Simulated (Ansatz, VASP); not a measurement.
**Au in VASP and in Ansatz**

```
Au
1.0
     0.00000    3.04199    3.04199
     3.04199    0.00000    3.04199
     3.04199    3.04199    0.00000
Au
2
Direct
  0.00000 0.00000 0.00000
  0.25000 0.25000 0.25000
```

Alike in both runs: task relaxation of cell and atoms; functional r2SCAN; k mesh 16 × 16 × 16; occupations gaussian, width 0.1 eV; no spin polarisation.

|  | VASP | Ansatz |
| --- | --- | --- |
| version | VASP 6.6.1 | Ansatz 0.2.0 |
| potentials or method | VASP PAW PBE potentials, release 64 (Au), cutoff 600 eV | scalar-relativistic, plane waves, PAW |
| valence electrons in the cell | 22 | 38 |

```tsv
	VASP	Ansatz	Ansatz less VASP
gap on the k mesh at the Fermi level, each at its own relaxed structure (eV)	none	none	-
relaxed volume (Å³/atom)	28.10	28.03	-0.063
relaxed length of the cell vector where the two differ most in proportion (Å)	4.299	4.296	-0.0032
```

VASP's potentials were made for PBE, not for r2SCAN. A gap of «none» marks a metal or a gap that the smearing closes. VASP's potentials hold 22 valence electrons a cell and Ansatz's 38, so a difference there can come from the potentials and not from the codes.

Spin-orbit coupling is off throughout.
